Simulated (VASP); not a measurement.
Write the native input for VASP 6.6.1 that does the following.

| Property | Result |
| --- | --- |
| Task | single point |
| Functional | PBE |
| Potentials or basis | VASP PAW PBE potentials, release 64 (Zn, O) |
| Cutoff | 520 eV |
| k mesh | 7 × 7 × 4 |
| Occupations | tetrahedron |
| Spin | no spin polarisation |
| Dipole correction | no |
| Further INCAR settings | ALGO = Normal; EDIFF = 1e-06; NBANDS = 26 |

The structure of ZnO lies in POSCAR:

```
ZnO
1.0
    3.2493987200      0.0000000000      0.0000000000
   -1.6246993600      2.8140618400      0.0000000000
    0.0000000000      0.0000000000      5.2038000000
Zn O
2 2
Direct
    0.3333333300      0.6666666700      0.0000000000
    0.6666666700      0.3333333300      0.5000000000
    0.3333333300      0.6666666700      0.3830000000
    0.6666666700      0.3333333300      0.8830000000
```

One way to write it, as run:

INCAR

```
SYSTEM = ZnO
ALGO = Normal ; EDIFF = 1E-6
ENCUT = 520 ; GGA = PE
ISIF = 2 ; ISMEAR = -5
LASPH = .True. ; LCHARG = .False.
LREAL = .False. ; LWAVE = .False.
NBANDS = 26 ; NELM = 80
PREC = Accurate ; SIGMA = 0.1
```

KPOINTS

```
k-points
0
Gamma
  7 7 4
  0 0 0
```

Potentials or basis: VASP PAW PBE potentials, release 64 (Zn, O).

Run with:

```sh
$ cat potpaw_PBE.64/Zn/POTCAR potpaw_PBE.64/O/POTCAR > POTCAR
$ mpirun -np 1 vasp_std > vasp.out
```

Results of the run:

- Pressure: 6.0 GPa
- Largest force: 0.063 eV/Å
- Band gap on the k mesh: 0.79 eV, direct

It took 65 s on 1 thread of AMD EPYC 7R13 (shared host), peak memory 0.14 GiB.
